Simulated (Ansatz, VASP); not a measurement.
**Sr: VASP beside Ansatz**

Contents of INCAR:

```
SYSTEM = Sr
  PREC = Accurate
  ENCUT = 520
  EDIFF = 1E-6
  ISMEAR = -1
  SIGMA = 0.05
  LREAL = .False.
  LASPH = .True.
  NELM = 60
  ALGO = Normal
  ISIF = 2
  LWAVE = .False.
  LCHARG = .False.
  GGA = PE
  NBANDS = 22
```

KPOINTS

```
regular mesh
0
Gamma
  9 9 4
  0 0 0
```

Contents of POSCAR:

```
Sr
1.0
    0.0000000000      3.0191369257     -3.0191369257
   -3.0191369257      0.0000000000      3.0191369257
    6.0382738514      6.0382738514      6.0382738514
Sr
3
Direct
    0.0000000000      0.0000000000      0.0000000000
    0.3333333330      0.6666666670      0.3333333330
    0.6666666670      0.3333333330      0.6666666670
```

Input for Ansatz:

```yaml
crystal:
  lattice:
    - [0.0, 3.0191369257, -3.0191369257]
    - [-3.0191369257, 0.0, 3.0191369257]
    - [6.0382738514, 6.0382738514, 6.0382738514]
  atoms:
    - { symbol: Sr, position: [0.0, 0.0, 0.0] }
    - { symbol: Sr, position: [0.333333333, 0.666666667, 0.333333333] }
    - { symbol: Sr, position: [0.666666667, 0.333333333, 0.666666667] }
kpoints:
  mp_grid: { grid: [9, 9, 4] }
scf:
  occupations: { method: fermi_dirac, width: 0.05 }
hamiltonian:
  xc: pbe
  pseudopotentials: { kind: all_electron, lapw: { basis_error: 0.001 } }
output:
  forces: true
  stress: true
  eigenvalues: true
```

Alike in both runs: task single point; functional PBE; k mesh 9 × 9 × 4; occupations fermi-dirac, width 0.05 eV; no spin polarisation.

```csv
,VASP,Ansatz
version,VASP 6.6.1,Ansatz 0.2.0
potentials or method,"VASP PAW PBE potentials, release 64 (Sr_sv), cutoff 520 eV","all-electron LAPW, scalar-relativistic"
```

|  | VASP | Ansatz | Ansatz less VASP |
| --- | --- | --- | --- |
| pressure (GPa) | 0.0 | 0.0 | 0.00 |

Ansatz ran all-electron here, and VASP with PAW potentials.
